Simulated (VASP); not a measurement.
Here is a VASP 6.6.1 calculation.

File INCAR:

```
SYSTEM = Si
  PREC = Accurate
  ENCUT = 520
  EDIFF = 1E-6
  ISMEAR = -1
  SIGMA = 0.05
  LREAL = .False.
  LASPH = .True.
  NELM = 100
  ALGO = Normal
  ISIF = 2
  LWAVE = .False.
  LCHARG = .False.
  GGA = PS
  NBANDS = 11
```

File KPOINTS:

```
regular mesh
0
Gamma
  6 6 6
  0 0 0
```

POSCAR

```
Si
1.0
    0.0000000000      2.7175333042      2.7175333042
    2.7175333042      0.0000000000      2.7175333042
    2.7175333042      2.7175333042      0.0000000000
Si
2
Direct
    0.5000000000      0.5000000000      0.5000000000
    0.7500000000      0.7500000000      0.7500000000
```

Potentials or basis: VASP PAW PBE potentials, release 64 (Si).

Launch:

```bash
$ cat potpaw_PBE.64/Si/POTCAR > POTCAR
$ mpirun -np 1 vasp_std > vasp.out
```

Estimate the band gap on the k mesh.

0.59 eV, indirect (least direct gap 2.51 eV).

Estimate the pressure.

0.1 GPa.

Caveat: the PAW data sets were made with another functional, which shifts forces and pressure a little. A k mesh can miss the band edges.
